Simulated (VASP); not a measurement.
# MgTe (P6_3mc) in VASP: single point with PBE-based screened hybrid with 5 % exact exchange

Aim: the single point of MgTe with PBE-based screened hybrid with 5 % exact exchange.

Everything below comes from runs of VASP 6.6.1. Logs are shortened: lines on timing, memory, paths and dates and some standing lists are left out, and cuts for length are marked.

### 1 The cell of the first run

Symmetry: P6_3mc, No. 186, hexagonal system. Conventional cell: a = 4.578 Å, b = 4.578 Å, c = 7.456 Å, α = 90.00°, β = 90.00°, γ = 120.00°. Mg (site symmetry 3m) has 4 Te at 2.80 Å within 3.7 Å. Within 3.7 Å of Te (site symmetry 3m) lie 4 Mg at 2.80 Å.

### 2 Single point, PBE-based screened hybrid with 5 % exact exchange

Contents of POSCAR:

```
MgTe
1.0
    4.5775104488      0.0000000000      0.0000000000
   -2.2887552244      3.9642403347      0.0000000000
    0.0000000000      0.0000000000      7.4555751524
Mg Te
2 2
Direct
    0.3333333333      0.6666666667      0.0043977340
    0.6666666667      0.3333333333      0.5043977340
    0.3333333333      0.6666666667      0.3806022660
    0.6666666667      0.3333333333      0.8806022660
```

Contents of INCAR.step1:

```
SYSTEM = MgTe
  ALGO = Normal
  EDIFF = 1E-5
  ENCUT = 520
  GGA = PE
  GGA_COMPAT = .False.
  ISIF = 2
  ISMEAR = 0
  LASPH = .True.
  LCHARG = .False.
  LREAL = .False.
  LWAVE = .True.
  NBANDS = 16
  NELM = 120
  PREC = Accurate
  SIGMA = 0.01
```

Contents of INCAR.step2:

```
SYSTEM = MgTe
  AEXX = 0.05
  ALGO = Normal
  EDIFF = 1E-6
  ENCUT = 520
  GGA = PE
  GGA_COMPAT = .False.
  HFSCREEN = 0.2078
  ISIF = 2
  ISMEAR = 0
  ISTART = 1
  LASPH = .True.
  LCHARG = .False.
  LHFCALC = .True.
  LREAL = .False.
  LWAVE = .False.
  NBANDS = 16
  NELM = 120
  PREC = Accurate
  PRECFOCK = Normal
  SIGMA = 0.01
```

Contents of KPOINTS:

```
k-points
0
Gamma
  6 6 2
  0 0 0
```

Potentials or basis: VASP PAW PBE potentials, release 64 (Mg, Te).

Run with:

```
cat potpaw_PBE.64/Mg/POTCAR potpaw_PBE.64/Te/POTCAR > POTCAR
cp INCAR.step1 INCAR
mpirun -np 1 vasp_std > vasp.out
cp INCAR.step2 INCAR
mpirun -np 1 vasp_std > vasp.out
```

OUTCAR:

```text
SYSTEM = MgTe
   AEXX = 0.05
   EDIFF = 1E-6
   ENCUT = 520
   GGA = PE
   HFSCREEN = 0.2078
   ISIF = 2
   ISMEAR = 0
   ISTART = 1
   LASPH = .True.
   LHFCALC = .True.
   LREAL = .False.
   NELM = 120
   PREC = Accurate
   PRECFOCK = Normal

 ion  position               nearest neighbor table
   1  0.333  0.667  0.004-   4 2.80   4 2.80   4 2.80   3 2.80
   2  0.667  0.333  0.504-   3 2.80   3 2.80   3 2.80   4 2.80
   3  0.333  0.667  0.381-   2 2.80   2 2.80   2 2.80   1 2.80
   4  0.667  0.333  0.881-   1 2.80   1 2.80   1 2.80   2 2.80

  LATTYP: Found a hexagonal cell.
 ALAT       =     4.5775104488
 C/A-ratio  =     1.6287401713

  Lattice vectors:

 A1 = (   4.5775104488,   0.0000000000,   0.0000000000)
 A2 = (  -2.2887552244,   3.9642403347,   0.0000000000)
 A3 = (   0.0000000000,   0.0000000000,   7.4555751524)

Analysis of symmetry for initial positions (statically):
=====================================================================
 Subroutine PRICEL returns:
 Original cell was already a primitive cell.

 Routine SETGRP: Setting up the symmetry group for a
 hexagonal supercell.

 Subroutine GETGRP returns: Found 12 space group operations
 (whereof  6 operations were pure point group operations)
 out of a pool of 24 trial point group operations.

The static configuration has the point symmetry C_3v.
 The point group associated with its full space group is C_6v.

Analysis of symmetry for dynamics (positions and initial velocities):
=====================================================================
 Subroutine PRICEL returns:
 Original cell was already a primitive cell.

 Routine SETGRP: Setting up the symmetry group for a
 hexagonal supercell.

 Subroutine GETGRP returns: Found 12 space group operations
 (whereof  6 operations were pure point group operations)
 out of a pool of 24 trial point group operations.

The dynamic configuration has the point symmetry C_3v.
 The point group associated with its full space group is C_6v.

 Subroutine INISYM returns: Found 12 space group operations
 (whereof  6 operations are pure point group operations),
 and found     1 'primitive' translations

----------------------------------------------------------------------------------------

                                     Primitive cell

  volume of cell :     135.2915

  direct lattice vectors                    reciprocal lattice vectors
     4.577510449  0.000000000  0.000000000     0.218459359  0.126127570  0.000000000
    -2.288755224  3.964240335  0.000000000     0.000000000  0.252255140  0.000000000
     0.000000000  0.000000000  7.455575152     0.000000000  0.000000000  0.134127814

  length of vectors
     4.577510449  4.577510449  7.455575152     0.252255140  0.252255140  0.134127814

  position of ions in fractional coordinates (direct lattice)
     0.333333333  0.666666667  0.004397734
     0.666666667  0.333333333  0.504397734
     0.333333333  0.666666667  0.380602266
     0.666666667  0.333333333  0.880602266

  ion indices of the primitive-cell ions
   primitive index   ion index
                 1           1
                 2           2
                 3           3
                 4           4

----------------------------------------------------------------------------------------

 KPOINTS: k-points

Automatic generation of k-mesh.
 Grid dimensions read from file:
 generate k-points for:    6    6    2

 Generating k-lattice:

  Cartesian coordinates                     Fractional coordinates (reciprocal lattice)
     0.036409893  0.021021262  0.000000000     0.166666667 -0.000000000  0.000000000
     0.000000000  0.042042523  0.000000000     0.000000000  0.166666667  0.000000000
     0.000000000  0.000000000  0.067063907     0.000000000  0.000000000  0.500000000

  Length of vectors
     0.042042523  0.042042523  0.067063907

  Shift w.r.t. Gamma in fractional coordinates (k-lattice)
     0.000000000  0.000000000  0.000000000

 Subroutine IBZKPT returns following result:
 ===========================================

 Found     14 irreducible k-points:

 Following reciprocal coordinates:
            Coordinates               Weight
  0.000000  0.000000  0.000000      1.000000
  0.166667 -0.000000  0.000000      6.000000
  0.333333  0.000000  0.000000      6.000000
  0.500000  0.000000  0.000000      3.000000
  0.166667  0.166667  0.000000      6.000000
  0.333333  0.166667  0.000000     12.000000
  0.333333  0.333333  0.000000      2.000000
  0.000000  0.000000  0.500000      1.000000
  0.166667 -0.000000  0.500000      6.000000
  0.333333  0.000000  0.500000      6.000000
  0.500000  0.000000  0.500000      3.000000
  0.166667  0.166667  0.500000      6.000000
  0.333333  0.166667  0.500000     12.000000
  0.333333  0.333333  0.500000      2.000000
   k-points           NKPTS =     14   k-points in BZ     NKDIM =     72   number of bands    NBANDS=     16
   number of dos      NEDOS =    301   number of ions     NIONS =      4
   total plane-waves  NPLWV =  72576
   dimension x,y,z NGX =    36 NGY =   36 NGZ =   56
   dimension x,y,z NGXF=    72 NGYF=   72 NGZF=  112
   ions per type =               2   2
   NGX,Y,Z   is equivalent  to a cutoff of  13.07, 13.07, 12.49 a.u.
   NGXF,Y,Z  is equivalent  to a cutoff of  26.15, 26.15, 24.97 a.u.
 SYSTEM =  MgTe
   PREC   = accura    normal or accurate (medium, high low for compatibility)
   ISTART =      1    job   : 0-new  1-cont  2-samecut
   ICHARG =      0    charge: 1-file 2-atom 10-const
   ISPIN  =      1    spin polarized calculation?
   LNONCOLLINEAR =      F non collinear calculations
   LSORBIT =      F    spin-orbit coupling
   LASPH  =      T    aspherical Exc in radial PAW
   ENCUT  =  520.0 eV  38.22 Ry    6.18 a.u.   8.51  8.51 13.86*2*pi/ulx,y,z
   NELM   =    120;   NELMIN=  2; NELMDL=  0     # of ELM steps
   EDIFF  = 0.1E-05   stopping-criterion for ELM
   LREAL  =      F    real-space projection
   EDIFFG = 0.1E-04   stopping-criterion for IOM
   NSW    =      0    number of steps for IOM
   IBRION =     -1    ionic relax: 0-MD 1-quasi-New 2-CG
   NFREE  =      0    steps in history (QN), initial steepest desc. (CG)
   ISIF   =      2    stress and relaxation
   ISYM   =      3    0-nonsym 1-usesym 2-fastsym
   POTIM  = 0.5000    time-step for ionic-motion
   TEBEG  =    0.0;   TEEND  =   0.0 temperature during run
   PSTRESS=    0.0 pullay stress
   NELECT =      16.0000    total number of electrons
   NUPDOWN=      -1.0000    fix difference up-down
   EMIN   =  10.00;   EMAX   =-10.00  energy-range for DOS
   EFERMI =   0.00;   METHOD = LEGACY
   ISMEAR =     0;   SIGMA  =   0.01  broadening in eV -4-tet -1-fermi 0-gaus
   EFERMI_NEDOS =   21; number of points for ismear=-14 and -15
   IALGO  =     38    algorithm
   IMIX   =      1    mixing-type and parameters
     AMIX     =   0.40;   BMIX     =  1.00
     AMIX_MAG =   1.60;   BMIX_MAG =  1.00
  volume/ion in A,a.u.               =      33.82       228.25
  Fermi-wavevector in a.u.,A,eV,Ry     =   0.803572  1.518530  8.785657  0.645728
  Thomas-Fermi vector in A             =   1.911464
   LORBIT       =      0    0 simple, 1 ext, 2 COOP (PROOUT), +10 PAW based schemes
   GGA     = PE    functional components
   LHFCALC =     T    Hartree Fock is set to
   PRECFOCK=normal    Normal, Fast or Accurate (Low or Medium for compatibility)
   ENCUT4O =  -1.0   cutoff for four orbital integrals eV
   NKREDX  =     1    reduce k-point grid by
   NKREDY  =     1    reduce k-point grid by
   NKREDZ  =     1    reduce k-point grid by
   AEXX    =    0.0500 exact exchange contribution
   HFSCREEN=    0.2078 screening length (either q_TF or 0.3 A-1)
   HFSCREENC=   0.2078 screening length for correlation (either q_TF or 0.3 A-1)
   ENCUTFOCK=  -1.0 apply spherical cutoff to Coloumb kernel
   IVDW    =     0    specifies the selected vdW correction
   LEPSILON=     F    determine dielectric tensor
   LRPA    =     F    only Hartree local field effects (RPA)
 non-spin polarized calculation
 Gauss-broadening in eV      SIGMA  =   0.01
  energy-cutoff  :      520.00
  volume of cell :      135.29
 maximum number of plane-waves:      3669
 NGX is ok and might be reduce to    36
  NGX = 28; NGY = 28; NGZ = 42

 number of electron      16.0000000 magnetization

 Free energy of the ion-electron system (eV)
  ---------------------------------------------------
  ext. energy  EPLUGINS =         0.00000000
  ---------------------------------------------------
  free energy    TOTEN  =       -13.23318058 eV

  energy without entropy =      -13.23318058  energy(sigma->0) =      -13.23318058

 E-fermi :   1.8664     XC(G=0):  -7.5797

 val. band max:        1.7733445675   @ k =   0.0000   0.0000   0.0000
 cond. band min:       4.3723174085   @ k =   0.0000   0.0000   0.0000
 fundamental gap:      2.5989728410
 Fermi energy:         1.8664195556

 k-point     1 :       0.0000    0.0000    0.0000
  band No.  band energies     occupation
      1      -8.6165      2.00000
      2      -8.0038      2.00000
      3      -1.5120      2.00000
      4       1.2831      2.00000
      5       1.2831      2.00000
      6       1.7714      2.00000
[... 8 lines left out ...]
     15       8.2017      0.00000
     16       9.1981      0.00000

 k-point     2 :       0.1667   -0.0000    0.0000
  band No.  band energies     occupation
      1      -8.4984      2.00000
      2      -7.9398      2.00000
      3      -1.3392      2.00000
      4       0.4300      2.00000
      5       0.8338      2.00000
      6       1.0509      2.00000
[... 8 lines left out ...]
     15       8.2537      0.00000
     16       8.7625      0.00000

 k-point     3 :       0.3333    0.0000    0.0000
  band No.  band energies     occupation
      1      -8.2158      2.00000
      2      -7.8273      2.00000
      3      -1.0752      2.00000
      4      -0.5407      2.00000
      5      -0.2982      2.00000
      6       0.6901      2.00000
[... 8 lines left out ...]
     15       8.9195      0.00000
     16       9.8290      0.00000

 k-point     4 :       0.5000    0.0000    0.0000
  band No.  band energies     occupation
      1      -8.0208      2.00000
      2      -7.8066      2.00000
      3      -1.3375      2.00000
      4      -0.8693      2.00000
      5      -0.2048      2.00000
      6       0.5393      2.00000
[... 8 lines left out ...]
     15       9.0933      0.00000
     16      10.3657      0.00000

 k-point     5 :       0.1667    0.1667    0.0000
  band No.  band energies     occupation
      1      -8.2956      2.00000
      2      -7.8510      2.00000
      3      -1.0671      2.00000
      4      -0.1833      2.00000
      5      -0.1654      2.00000
      6       0.6592      2.00000
[... 8 lines left out ...]
     15       8.5868      0.00000
     16       9.2043      0.00000

 k-point     6 :       0.3333    0.1667    0.0000
  band No.  band energies     occupation
      1      -8.0289      2.00000
      2      -7.8009      2.00000
      3      -1.1075      2.00000
      4      -0.7530      2.00000
      5      -0.2059      2.00000
      6       0.1321      2.00000
[... 8 lines left out ...]
     15       8.9524      0.00000
     16       9.5535      0.00000
[... 77 lines left out ...]
 k-point    11 :       0.5000    0.0000    0.5000
  band No.  band energies     occupation
      1      -7.9127      2.00000
      2      -7.9127      2.00000
      3      -1.4232      2.00000
      4      -1.4232      2.00000
      5       0.8752      2.00000
      6       0.8752      2.00000
[... 8 lines left out ...]
     15       9.8224      0.00000
     16       9.8224      0.00000

 k-point    12 :       0.1667    0.1667    0.5000
  band No.  band energies     occupation
      1      -8.0852      2.00000
      2      -8.0852      2.00000
      3      -0.7721      2.00000
      4      -0.7721      2.00000
      5       0.7234      2.00000
      6       0.7234      2.00000
[... 8 lines left out ...]
     15       8.7756      0.00000
     16       8.7756      0.00000

 k-point    13 :       0.3333    0.1667    0.5000
  band No.  band energies     occupation
      1      -7.9145      2.00000
      2      -7.9145      2.00000
      3      -1.2503      2.00000
      4      -1.2503      2.00000
      5       0.3320      2.00000
      6       0.3320      2.00000
[... 8 lines left out ...]
     15       9.3791      0.00000
     16       9.3791      0.00000

 k-point    14 :       0.3333    0.3333    0.5000
  band No.  band energies     occupation
      1      -7.8551      2.00000
      2      -7.8551      2.00000
      3      -1.2114      2.00000
      4      -1.2114      2.00000
      5      -0.1704      2.00000
      6      -0.1704      2.00000
[... 8 lines left out ...]
     15       9.3254      0.00000
     16       9.3254      0.00000

------------------------ aborting loop because EDIFF is reached ----------------------------------------

  FORCE on cell =-STRESS in cart. coord.  units (eV):
  Direction    XX          YY          ZZ          XY          YZ          ZX
  --------------------------------------------------------------------------------------
  -------------------------------------------------------------------------------------
  Total        0.4188584      0.4188584      0.4019865      0.0000000      0.0000000     -0.0000000
  in kB        4.9602927      4.9602927      4.7604893      0.0000000      0.0000000     -0.0000000
  external PRESSURE =       4.8936915 kB  Pullay stress =       0.0000000 kB

 VOLUME and BASIS-vectors are now :
 -----------------------------------------------------------------------------
  energy-cutoff  :      520.00
  volume of cell :      135.29
      direct lattice vectors                 reciprocal lattice vectors
     4.577510449  0.000000000  0.000000000     0.218459359  0.126127570  0.000000000
    -2.288755224  3.964240335  0.000000000     0.000000000  0.252255140  0.000000000
     0.000000000  0.000000000  7.455575152     0.000000000  0.000000000  0.134127814

 POSITION                                       TOTAL-FORCE (eV/Angst)
 -----------------------------------------------------------------------------------
     -0.00000      2.64283      0.03279         0.000000      0.000000     -0.000556
      2.28876      1.32141      3.76058        -0.000000     -0.000000     -0.000556
     -0.00000      2.64283      2.83761        -0.000000     -0.000000      0.000556
      2.28876      1.32141      6.56540         0.000000      0.000000      0.000556
 -----------------------------------------------------------------------------------
    total drift:                                0.000000     -0.000000      0.000952

  FREE ENERGIE OF THE ION-ELECTRON SYSTEM (eV)
  ---------------------------------------------------
  free  energy   TOTEN  =       -13.2331805814 eV

  energy  without entropy=      -13.2331805814  energy(sigma->0) =      -13.23318058
```

Run time: 29 min. Hardware: 1 thread of Intel Xeon Platinum 8259CL at 2.50GHz (Skylake/Cascade Lake), shared host; peak memory 0.38 GiB.

Results:

```
Free energy            : -13.2332 eV
Pressure               : 0.5 GPa
Band gap on the k mesh : 2.60 eV
```

Levels at points of the mesh, in eV from the valence-band top:
```
           k point  band 6  band 7  band 8  band 9  band 10  band 11
(0.00, 0.00, 0.00)    0.00    0.00    0.00    2.60     3.13     5.45
(0.50, 0.00, 0.00)   -1.23   -1.00   -0.45    3.32     4.03     4.42
(0.00, 0.00, 0.50)   -0.26   -0.26   -0.26    3.61     3.61     5.71
(0.50, 0.00, 0.50)   -0.90   -0.88   -0.88    3.37     3.37     4.43
```

Caveat: the k points lie up to 0.42 Å⁻¹ apart; the PAW data sets were made with another functional, which shifts forces and pressure a little; spin-orbit coupling is left out, which moves the levels of the heavy elements.
